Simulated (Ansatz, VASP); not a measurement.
Given: the input of a run of VASP 6.6.1 on BaTiO3.

The input INCAR:

```
SYSTEM = BaTiO3
  PREC = Accurate
  ENCUT = 520
  EDIFF = 1E-6
  ISMEAR = -1
  SIGMA = 0.05
  LREAL = .False.
  LASPH = .True.
  NELM = 80
  ALGO = Normal
  ISIF = 2
  LWAVE = .False.
  LCHARG = .False.
  GGA = PS
  NBANDS = 28
```

The input KPOINTS:

```
Automatic mesh
0
Gamma
  7 7 7
  0 0 0
```

POSCAR

```
BaTiO3
1.0
    3.9242219515      0.0000000000      0.0000000000
    0.0000000000      3.9242219515      0.0000000000
    0.0000000000      0.0000000000      3.9242219515
Ba Ti O
1 1 3
Direct
    0.5000000000      0.5000000000      0.5000000000
    0.0000000000      0.0000000000      0.0000000000
    0.0000000000      0.0000000000      0.5000000000
    0.0000000000      0.5000000000      0.0000000000
    0.5000000000      0.0000000000      0.0000000000
```

Potentials or basis: VASP PAW PBE potentials, release 64 (Ba_sv, Ti_sv, O).

Command:

```sh
$ cat potpaw_PBE.64/Ba_sv/POTCAR potpaw_PBE.64/Ti_sv/POTCAR potpaw_PBE.64/O/POTCAR > POTCAR
$ mpirun -np 1 vasp_std > vasp.out
```

Q: Set up the same calculation for Ansatz 0.2.0. Potentials there: all-electron LAPW, scalar-relativistic.

A: As run (the cutoff follows the program's own potentials):

File input.yaml:

```yaml
crystal:
  lattice:
    - [3.9242219515, 0.0, 0.0]
    - [0.0, 3.9242219515, 0.0]
    - [0.0, 0.0, 3.9242219515]
  atoms:
    - { symbol: Ba, position: [0.5, 0.5, 0.5] }
    - { symbol: Ti, position: [0.0, 0.0, 0.0] }
    - { symbol: O, position: [0.0, 0.0, 0.5] }
    - { symbol: O, position: [0.0, 0.5, 0.0] }
    - { symbol: O, position: [0.5, 0.0, 0.0] }
kpoints:
  mp_grid: { grid: [7, 7, 7] }
scf:
  occupations: { method: fermi_dirac, width: 0.05 }
hamiltonian:
  xc: pbesol
  pseudopotentials: { kind: all_electron, lapw: { basis_error: 0.001 } }
output:
  forces: true
  stress: true
  eigenvalues: true
```

Potentials or basis: all-electron LAPW, scalar-relativistic.

The run is started by

```bash
$ ansatz run input.yaml --threads 4 --pin off --max-ram 12288MiB --backend cpu --events-out ev --progress --plain --runs-dir out
```

Both were run:

|  | VASP | Ansatz | Ansatz less VASP |
| --- | --- | --- | --- |
| gap on the k mesh at the Fermi level (eV) | 1.88 | 1.92 | +0.040 |
| least direct gap on the mesh (eV) | 1.89 | 1.92 | +0.026 |
| pressure (GPa) | 9.0 | 6.8 | -2.26 |

VASP's potentials were made for PBE, not for PBEsol. Ansatz ran all-electron here, and VASP with PAW potentials.

Spin-orbit coupling is off throughout.
